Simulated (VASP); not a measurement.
# AgRh (P-6m2) in VASP: a series of runs

AgRh is run at these levels: PBE; tasks: single point.

All numbers are computed with VASP 6.6.1; they aren't measurements. Logs are shortened: lines on timing, memory, paths and dates and some standing lists are left out, and cuts for length are marked.

### 1 The cell of the first run

The structure is hexagonal, space group P-6m2 (No. 187). Conventional cell: a = 2.778 Å, b = 2.778 Å, c = 4.809 Å, α = 90.00°, β = 90.00°, γ = 120.00°. Within 3.7 Å of Ag (site symmetry -6m2) lie 6 Ag at 2.78 Å and 6 Rh at 2.89 Å. Rh (site symmetry -6m2) has 6 Rh at 2.78 Å and 6 Ag at 2.89 Å within 3.7 Å.

### 2 Single point, PBE, collinear spin, ferromagnetic start

Contents of INCAR:

```
SYSTEM = AgRh
PREC = Accurate
ENCUT = 520
EDIFF = 1E-6
ISMEAR = -1
SIGMA = 0.05
LREAL = .FALSE.
LASPH = .TRUE.
NELM = 150
ALGO = Normal
ISIF = 2
LWAVE = .FALSE.
LCHARG = .FALSE.
ISPIN = 2
MAGMOM = 0 0.32
LORBIT = 11
NUPDOWN = 0.32
LMAXMIX = 4
GGA = PE
NBANDS = 24
```

Contents of KPOINTS:

```
Automatic mesh
0
G
  14 14 7
  0 0 0
```

Contents of POSCAR:

```
AgRh
1.0
    2.7775881998      0.0000000000      0.0000000000
   -1.3887940999      2.4054619423      0.0000000000
    0.0000000000      0.0000000000      4.8086020000
Ag Rh
1 1
Direct
    0.0000000000      0.0000000000      0.5000000000
    0.6666666667      0.3333333333      0.0000000000
```

Potentials or basis: VASP PAW PBE potentials, release 64 (Ag, Rh_pv).

The run is started by

```sh
cat potpaw_PBE.64/Ag/POTCAR potpaw_PBE.64/Rh_pv/POTCAR > POTCAR
mpirun -np 1 vasp_std > vasp.out
```

OUTCAR:

```text
SYSTEM = AgRh
   PREC = Accurate
   ENCUT = 520
   EDIFF = 1E-6
   ISMEAR = -1
   LREAL = .FALSE.
   LASPH = .TRUE.
   NELM = 150
   ISIF = 2
   ISPIN = 2
   LORBIT = 11
   NUPDOWN = 0.32
   GGA = PE

 ion  position               nearest neighbor table
   1  0.000  0.000  0.500-   2 2.89   2 2.89   2 2.89   2 2.89   2 2.89   2 2.89
   2  0.667  0.333  0.000-   1 2.89   1 2.89   1 2.89   1 2.89   1 2.89   1 2.89

  LATTYP: Found a hexagonal cell.
 ALAT       =     2.7775881998
 C/A-ratio  =     1.7312148721

  Lattice vectors:

 A1 = (   2.7775881998,   0.0000000000,   0.0000000000)
 A2 = (  -1.3887940999,   2.4054619423,   0.0000000000)
 A3 = (   0.0000000000,   0.0000000000,   4.8086020000)

Analysis of symmetry for initial positions (statically):
=====================================================================
 Subroutine PRICEL returns:
 Original cell was already a primitive cell.

 Routine SETGRP: Setting up the symmetry group for a
 hexagonal supercell.

 Subroutine GETGRP returns: Found 12 space group operations
 (whereof 12 operations were pure point group operations)
 out of a pool of 24 trial point group operations.

The static configuration has the point symmetry D_3h.

Analysis of symmetry for dynamics (positions and initial velocities):
=====================================================================
 Subroutine PRICEL returns:
 Original cell was already a primitive cell.

 Routine SETGRP: Setting up the symmetry group for a
 hexagonal supercell.

 Subroutine GETGRP returns: Found 12 space group operations
 (whereof 12 operations were pure point group operations)
 out of a pool of 24 trial point group operations.

The dynamic configuration has the point symmetry D_3h.

Analysis of structural, dynamic, and magnetic symmetry:
=====================================================================
 Subroutine PRICEL returns:
 Original cell was already a primitive cell.

 Routine SETGRP: Setting up the symmetry group for a
 hexagonal supercell.

 Subroutine GETGRP returns: Found 12 space group operations
 (whereof 12 operations were pure point group operations)
 out of a pool of 24 trial point group operations.

The overall configuration has the point symmetry D_3h.

 Subroutine INISYM returns: Found 12 space group operations
 (whereof 12 operations are pure point group operations),
 and found     1 'primitive' translations

----------------------------------------------------------------------------------------

                                     Primitive cell

  volume of cell :      32.1281

  direct lattice vectors                    reciprocal lattice vectors
     2.777588200  0.000000000  0.000000000     0.360024571  0.207860283  0.000000000
    -1.388794100  2.405461942  0.000000000     0.000000000  0.415720566  0.000000000
     0.000000000  0.000000000  4.808602000     0.000000000  0.000000000  0.207960651

  length of vectors
     2.777588200  2.777588200  4.808602000     0.415720566  0.415720566  0.207960651

  position of ions in fractional coordinates (direct lattice)
     0.000000000  0.000000000  0.500000000
     0.666666667  0.333333333  0.000000000

  ion indices of the primitive-cell ions
   primitive index   ion index
                 1           1
                 2           2

----------------------------------------------------------------------------------------

 KPOINTS: Automatic mesh

Automatic generation of k-mesh.
 Grid dimensions read from file:
 generate k-points for:   14   14    7

 Generating k-lattice:

  Cartesian coordinates                     Fractional coordinates (reciprocal lattice)
     0.025716041  0.014847163  0.000000000     0.071428571  0.000000000  0.000000000
     0.000000000  0.029694326  0.000000000     0.000000000  0.071428571  0.000000000
     0.000000000  0.000000000  0.029708664     0.000000000  0.000000000  0.142857143

  Length of vectors
     0.029694326  0.029694326  0.029708664

  Shift w.r.t. Gamma in fractional coordinates (k-lattice)
     0.000000000  0.000000000  0.000000000

 Subroutine IBZKPT returns following result:
 ===========================================

 Found     96 irreducible k-points:

 Following reciprocal coordinates:
            Coordinates               Weight
  0.000000  0.000000  0.000000      1.000000
  0.071429  0.000000  0.000000      6.000000
  0.142857  0.000000  0.000000      6.000000
  0.214286  0.000000  0.000000      6.000000
  0.285714  0.000000  0.000000      6.000000
  0.357143  0.000000  0.000000      6.000000
[... 16 lines left out ...]
  0.285714  0.285714  0.000000      6.000000
  0.357143  0.285714  0.000000      6.000000
 [... further k-points ...]
   k-points           NKPTS =     96   k-points in BZ     NKDIM =     96   number of bands    NBANDS=     24
   number of dos      NEDOS =    301   number of ions     NIONS =      2
   total plane-waves  NPLWV =  20736
   dimension x,y,z NGX =    24 NGY =   24 NGZ =   36
   dimension x,y,z NGXF=    48 NGYF=   48 NGZF=   72
   ions per type =               1   1
   NGX,Y,Z   is equivalent  to a cutoff of  14.36, 14.36, 12.45 a.u.
   NGXF,Y,Z  is equivalent  to a cutoff of  28.73, 28.73, 24.89 a.u.
 SYSTEM =  AgRh
   PREC   = accura    normal or accurate (medium, high low for compatibility)
   ISTART =      0    job   : 0-new  1-cont  2-samecut
   ICHARG =      2    charge: 1-file 2-atom 10-const
   ISPIN  =      2    spin polarized calculation?
   LNONCOLLINEAR =      F non collinear calculations
   LSORBIT =      F    spin-orbit coupling
   LASPH  =      T    aspherical Exc in radial PAW
   ENCUT  =  520.0 eV  38.22 Ry    6.18 a.u.   5.16  5.16  8.94*2*pi/ulx,y,z
   NELM   =    150;   NELMIN=  2; NELMDL= -5     # of ELM steps
   EDIFF  = 0.1E-05   stopping-criterion for ELM
   LREAL  =      F    real-space projection
   EDIFFG = 0.1E-04   stopping-criterion for IOM
   NSW    =      0    number of steps for IOM
   IBRION =     -1    ionic relax: 0-MD 1-quasi-New 2-CG
   NFREE  =      0    steps in history (QN), initial steepest desc. (CG)
   ISIF   =      2    stress and relaxation
   ISYM   =      2    0-nonsym 1-usesym 2-fastsym
   POTIM  = 0.5000    time-step for ionic-motion
   TEBEG  =    0.0;   TEEND  =   0.0 temperature during run
   PSTRESS=    0.0 pullay stress
   NELECT =      26.0000    total number of electrons
   NUPDOWN=       0.3200    fix difference up-down
   EMIN   =  10.00;   EMAX   =-10.00  energy-range for DOS
   EFERMI =   0.00;   METHOD = LEGACY
   ISMEAR =    -1;   SIGMA  =   0.05  broadening in eV -4-tet -1-fermi 0-gaus
   EFERMI_NEDOS =   21; number of points for ismear=-14 and -15
   IALGO  =     38    algorithm
   IMIX   =      4    mixing-type and parameters
     AMIX     =   0.40;   BMIX     =  1.00
     AMIX_MAG =   1.60;   BMIX_MAG =  1.00
  volume/ion in A,a.u.               =      16.06       108.41
  Fermi-wavevector in a.u.,A,eV,Ry     =   1.525589  2.882945 31.666497  2.327422
  Thomas-Fermi vector in A             =   2.633739
   LORBIT       =     11    0 simple, 1 ext, 2 COOP (PROOUT), +10 PAW based schemes
   GGA     = PE    functional components
   LHFCALC =     F    Hartree Fock is set to
   AEXX    =    0.0000 exact exchange contribution
   IVDW    =     0    specifies the selected vdW correction
   LEPSILON=     F    determine dielectric tensor
   LRPA    =     F    only Hartree local field effects (RPA)
 spin polarized calculation
  energy-cutoff  :      520.00
  volume of cell :       32.13
 maximum number of plane-waves:       877
 NGX is ok and might be reduce to    24
   NGX = 11   NGY = 11   NGZ = 17

 number of electron      25.9999997 magnetization       0.3200000

 Free energy of the ion-electron system (eV)
  ---------------------------------------------------
  ext. energy  EPLUGINS =         0.00000000
  ---------------------------------------------------
  free energy    TOTEN  =        -9.45700762 eV

  energy without entropy =       -9.43448707  energy(sigma->0) =       -9.44574734

 E-fermi :   8.8653     XC(G=0): -12.7900

 val. band max:        8.8645619657   @ k =   0.2857   0.0000   0.2857
 cond. band min:       8.8257655701   @ k =   0.3571   0.1429   0.4286
 fundamental gap:     -0.0387963956
 Fermi energy:         8.8228533471

 spin component 1

 k-point     1 :       0.0000    0.0000    0.0000
  band No.  band energies     occupation
      1     -36.9646      1.00000
      2     -36.9265      1.00000
      3     -36.9265      1.00000
      4       1.6714      1.00000
      5       3.1023      1.00000
      6       4.5612      1.00000
[... 16 lines left out ...]
     23      32.2667      0.00000
     24      32.2667      0.00000

 k-point     2 :       0.0714    0.0000    0.0000
  band No.  band energies     occupation
      1     -36.9620      1.00000
      2     -36.9465      1.00000
      3     -36.9313      1.00000
      4       1.8330      1.00000
      5       3.1986      1.00000
      6       4.4962      1.00000
[... 16 lines left out ...]
     23      30.5045      0.00000
     24      32.3760      0.00000

 k-point     3 :       0.1429    0.0000    0.0000
  band No.  band energies     occupation
      1     -37.0024      1.00000
      2     -36.9545      1.00000
      3     -36.9448      1.00000
      4       2.2897      1.00000
      5       3.4403      1.00000
      6       4.3651      1.00000
[... 16 lines left out ...]
     23      30.3752      0.00000
     24      32.3436      0.00000
[... 514 lines left out ...]
 k-point    23 :       0.2857    0.2857    0.0000
  band No.  band energies     occupation
      1     -37.2459      1.00000
      2     -37.1447      1.00000
      3     -36.9063      1.00000
      4       3.7992      1.00000
      5       3.9597      1.00000
      6       4.5330      1.00000
[... 16 lines left out ...]
     23      30.3774      0.00000
     24      33.1876      0.00000

 k-point    24 :       0.3571    0.2857    0.0000
  band No.  band energies     occupation
      1     -37.2328      1.00000
      2     -37.1730      1.00000
      3     -36.9046      1.00000
      4       3.8053      1.00000
      5       4.0549      1.00000
      6       4.4805      1.00000
[... 16 lines left out ...]
     23      30.3776      0.00000
     24      33.1324      0.00000

 [... further k-points ...]

 spin component 2

 k-point     1 :       0.0000    0.0000    0.0000
  band No.  band energies     occupation
      1     -36.7082      1.00000
      2     -36.7082      1.00000
      3     -36.6455      1.00000
      4       1.6779      1.00000
      5       3.1130      1.00000
      6       4.5663      1.00000
[... 16 lines left out ...]
     23      32.2968      0.00000
     24      32.2968      0.00000

 k-point     2 :       0.0714    0.0000    0.0000
  band No.  band energies     occupation
      1     -36.7285      1.00000
      2     -36.7131      1.00000
      3     -36.6428      1.00000
      4       1.8398      1.00000
      5       3.2088      1.00000
      6       4.5021      1.00000
[... 16 lines left out ...]
     23      30.7647      0.00000
     24      32.4068      0.00000

 k-point     3 :       0.1429    0.0000    0.0000
  band No.  band energies     occupation
      1     -36.7849      1.00000
      2     -36.7267      1.00000
      3     -36.6353      1.00000
      4       2.2977      1.00000
      5       3.4496      1.00000
      6       4.3719      1.00000
[... 16 lines left out ...]
     23      30.7641      0.00000
     24      32.3913      0.00000
[... 514 lines left out ...]
 k-point    23 :       0.2857    0.2857    0.0000
  band No.  band energies     occupation
      1     -37.0306      1.00000
      2     -36.9284      1.00000
      3     -36.5865      1.00000
      4       3.8471      1.00000
      5       3.9706      1.00000
      6       4.5525      1.00000
[... 16 lines left out ...]
     23      30.7666      0.00000
     24      33.2041      0.00000

 k-point    24 :       0.3571    0.2857    0.0000
  band No.  band energies     occupation
      1     -37.0174      1.00000
      2     -36.9570      1.00000
      3     -36.5848      1.00000
      4       3.8584      1.00000
      5       4.0669      1.00000
      6       4.4961      1.00000
[... 16 lines left out ...]
     23      30.7667      0.00000
     24      33.1475      0.00000

 [... further k-points ...]
[... 5 lines left out ...]
  --------------------------------------------------------------------------------------
  -------------------------------------------------------------------------------------
  Total       -0.4035714     -0.4035714     -0.5743641      0.0000000     -0.0000000      0.0000000
  in kB      -20.1254608    -20.1254608    -28.6426180      0.0000000     -0.0000000      0.0000000
  external PRESSURE =     -22.9645132 kB  Pullay stress =       0.0000000 kB

 VOLUME and BASIS-vectors are now :
 -----------------------------------------------------------------------------
  energy-cutoff  :      520.00
  volume of cell :       32.13
      direct lattice vectors                 reciprocal lattice vectors
     2.777588200  0.000000000  0.000000000     0.360024571  0.207860283  0.000000000
    -1.388794100  2.405461942  0.000000000     0.000000000  0.415720566  0.000000000
     0.000000000  0.000000000  4.808602000     0.000000000  0.000000000  0.207960651

 POSITION                                       TOTAL-FORCE (eV/Angst)
 -----------------------------------------------------------------------------------
      0.00000      0.00000      2.40430        -0.000000      0.000000      0.000000
      1.38879      0.80182      0.00000         0.000000     -0.000000      0.000000
 -----------------------------------------------------------------------------------
    total drift:                               -0.000000      0.000000      0.000000

  FREE ENERGIE OF THE ION-ELECTRON SYSTEM (eV)
  ---------------------------------------------------
  free  energy   TOTEN  =        -9.4570076191 eV

  energy  without entropy=       -9.4344870677  energy(sigma->0) =       -9.44574734

 total charge

# of ion       s       p       d       tot
------------------------------------------
    1        0.427   0.347   9.154   9.929
    2        0.348   6.186   7.083  13.617
--------------------------------------------------
tot          0.775   6.534  16.237  23.546

 magnetization (x)

# of ion       s       p       d       tot
------------------------------------------
    1       -0.003  -0.006   0.015   0.006
    2        0.000  -0.001   0.320   0.319
--------------------------------------------------
tot         -0.003  -0.007   0.336   0.326
```

Run time: 5 min. Hardware: 1 thread of AMD EPYC 7R13, shared host; peak memory 0.22 GiB.

What came out:

* Free energy: -9.4570 eV
* Pressure: -2.3 GPa
* Net moment: 0.32 μB per cell
* Site moments: Ag +0.01; Rh +0.32 μB
* Valence electrons inside the program's atomic spheres: Ag 9.93; Rh 13.62

Stress tensor (GPa, compression positive):
```
-2.01  0.00  0.00
 0.00 -2.01  0.00
 0.00  0.00 -2.86
```

Caveat: the total moment is fixed, so each spin has its own Fermi level.

### 3 Single point, PBE, collinear spin, ferromagnetic start

Contents of INCAR:

```
PREC = Accurate ; ENCUT = 520
EDIFF = 1E-7 ; ISMEAR = -1
SIGMA = 0.05 ; LREAL = False
LASPH = True ; NELM = 150
ALGO = Normal ; ISIF = 2
LWAVE = False ; LCHARG = False
ISPIN = 2 ; MAGMOM = 0 0.32
LORBIT = 11 ; NUPDOWN = 0.32
LMAXMIX = 4 ; GGA = PE
NBANDS = 24
```

Contents of KPOINTS:

```
regular mesh
0
Gamma
  14 14 7
```

POSCAR is that of step 2.

Potentials or basis: VASP PAW PBE potentials, release 64 (Ag, Rh_pv).

The run is started by

```sh
cat potpaw_PBE.64/Ag/POTCAR potpaw_PBE.64/Rh_pv/POTCAR > POTCAR
mpirun -np 1 vasp_std > vasp.out
```

Run time: 6.9 min. Hardware: 1 thread of AMD EPYC 7R13, shared host; peak memory 0.22 GiB.

Results (log left out):

```
Free energy                                           : -9.4570 eV
Pressure                                              : -2.3 GPa
Net moment                                            : 0.32 μB per cell
Site moments                                          : Ag +0.01; Rh +0.32 μB
Valence electrons inside the program's atomic spheres : Ag 9.93; Rh 13.62
```

Stress tensor (GPa, compression positive):
```
-1.99  0.00  0.00
 0.00 -1.99  0.00
 0.00  0.00 -2.82
```

Caveat: the total moment is fixed, so each spin has its own Fermi level.
